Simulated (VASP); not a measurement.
Input of a VASP 6.6.1 run:

Contents of INCAR:

```
  PREC = Accurate
  ENCUT = 520
  EDIFF = 1E-7
  ISMEAR = -1
  SIGMA = 0.1
  LREAL = F
  LASPH = T
  NELM = 80
  ALGO = Normal
  ISIF = 2
  LWAVE = F
  LCHARG = T
  GGA = PS
  LELF = T
  LVHAR = T
  NBANDS = 9
```

Contents of KPOINTS:

```
regular mesh
0
Gamma
  14 14 14
```

Contents of POSCAR:

```
Te
1.0
   -1.8259611709      1.8259611709      1.8259611709
    1.8259611709     -1.8259611709      1.8259611709
    1.8259611709      1.8259611709     -1.8259611709
Te
1
Direct
    0.0000000000      0.0000000000      0.0000000000
```

Potentials or basis: VASP PAW PBE potentials, release 64 (Te).

Command:

```bash
$ cat potpaw_PBE.64/Te/POTCAR > POTCAR
$ mpirun -np 1 vasp_std > vasp.out
```

Q: Estimate the band gap on the k mesh.

A: Zero (band 3 reaches 13.93 eV, above the bottom of band 4 at 6.50 eV).

Q: What does it give for the pressure?

A: 9.0 GPa.

Caveat: the PAW data sets were made with another functional, which shifts forces and pressure a little; spin-orbit coupling is left out, which moves the levels of the heavy elements.
